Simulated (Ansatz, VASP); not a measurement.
**One calculation of GaSbTe4, two programs**

```
Ga Sb Te
1.0
     4.54895   -4.57309    0.00000
     4.54895    4.57309    0.00000
     0.00000    0.00000    4.42452
Ga Sb Te
1 1 4
Cartesian
  0.0000 0.0000 2.2123
  4.5490 0.0000 0.0000
  7.3624 0.0000 0.0000
  4.5490 -1.8134 2.2123
  1.7355 0.0000 0.0000
  4.5490 1.8134 2.2123
```

Change from the starting cell: species swapped into the CrIrO4 type (Cmmm, No. 65).

Alike in both runs: task relaxation of cell and atoms; functional PBE; k mesh 4 × 4 × 4; occupations gaussian, width 0.1 eV; no spin polarisation.

|  | VASP | Ansatz |
| --- | --- | --- |
| version | VASP 6.6.1 | Ansatz 0.2.0 |
| potentials or method | VASP PAW PBE potentials, release 64 (Ga_d, Sb, Te), cutoff 600 eV | scalar-relativistic, plane waves, PAW |
| valence electrons in the cell | 42 | 92 |

VASP gave:

* gap on the k mesh at the Fermi level, each at its own relaxed structure (eV): none
* relaxed volume (Å³/atom): 33.97
* relaxed cell length with the largest relative difference (Å): 6.836

Task: Estimate Ansatz's values.

Result: gap on the k mesh at the Fermi level, each at its own relaxed structure (eV): none; relaxed volume (Å³/atom): 33.99; relaxed cell length with the largest relative difference (Å): 6.839.

A gap of «none» marks a metal or a gap that the smearing closes. VASP's potentials hold 42 valence electrons a cell and Ansatz's 92, so a difference there can come from the potentials and not from the codes.

Spin-orbit coupling is off throughout.
